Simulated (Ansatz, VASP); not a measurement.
**Two plane-wave programs on Bi**

```
CELL_PARAMETERS angstrom
5.85485 0.00000 0.00000
-2.92743 5.07045 0.00000
0.00000 0.00000 3.44081
ATOMIC_POSITIONS crystal
Bi 0.00000 0.00000 0.00000
Bi 0.33333 0.66667 0.50000
Bi 0.66667 0.33333 0.50000
```

Alike in both runs: task single point; functional r2SCAN; k mesh 7 × 7 × 11; occupations fermi-dirac, width 0.1 eV; no spin polarisation.

|  | VASP | Ansatz |
| --- | --- | --- |
| version | VASP 6.6.1 | Ansatz 0.2.0 |
| potentials or method | VASP PAW PBE potentials, release 64 (Bi_d), cutoff 550 eV | plane waves (500 eV) with PAW, scalar-relativistic |
| valence electrons in the cell | 45 | 45 |

|  | VASP | Ansatz | Ansatz less VASP |
| --- | --- | --- | --- |
| pressure (GPa) | -3.4 | -3.3 | +0.05 |
| traceless stress, the component that is largest in VASP (GPa) | 0.25 | 0.25 | +0.004 |

VASP's potentials were made for PBE, not for r2SCAN. The functional is the same, so the differences come from potentials, cutoffs and numerics.

Spin-orbit coupling is off throughout.
